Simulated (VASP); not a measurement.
Set up this calculation in VASP 6.6.1, as the native input.

```
Task                   : single point
Functional             : PBE
Potentials or basis    : VASP PAW PBE potentials, release 64 (Pb_d)
Cutoff                 : 520 eV
k mesh                 : 12 × 12 × 4
Occupations            : gaussian, width 0.1 eV
Spin                   : no spin polarisation
Dipole correction      : no
Further INCAR settings : ALGO = Fast; EDIFF = 1e-07; NBANDS = 36
```

The structure of Pb lies in POSCAR:

```
Pb
1.0
    3.5621995427      0.0000000000      0.0000000000
   -1.7810997713      3.0849552974      0.0000000000
    0.0000000000      0.0000000000     11.6238699821
Pb
4
Direct
    0.0000000000      0.0000000000      0.0000000000
    0.3333333333      0.6666666667      0.2500000000
    0.0000000000      0.0000000000      0.5000000000
    0.6666666667      0.3333333333      0.7500000000
```

This isn't the form of Pb at room conditions, which is fcc.

These files were run (other wordings do the same):

INCAR

```
SYSTEM = Pb
  PREC = Accurate
  ENCUT = 520
  EDIFF = 1E-7
  ISMEAR = 0
  SIGMA = 0.1
  LREAL = .FALSE.
  LASPH = .TRUE.
  NELM = 100
  ALGO = Fast
  ISIF = 2
  LWAVE = .FALSE.
  LCHARG = .TRUE.
  GGA = PE
  LELF = .TRUE.
  LVHAR = .TRUE.
  NBANDS = 36
```

KPOINTS

```
regular mesh
0
G
  12 12 4
  0 0 0
```

Potentials or basis: VASP PAW PBE potentials, release 64 (Pb_d).

Run with:

```bash
$ cat potpaw_PBE.64/Pb_d/POTCAR > POTCAR
$ mpirun -np 1 vasp_std > vasp.out
```

Results of the run:

```yaml
Pressure: 0.0 GPa
Band_gap_on_the_k_mesh: zero (bands 28 and 29 overlap by 7.29 eV)
```

Caveat: spin-orbit coupling is left out, which moves the levels of the heavy elements.

Wall time 8.5 min on 1 thread of Intel Xeon 8259CL, with other jobs on the host, peak memory 0.36 GiB.
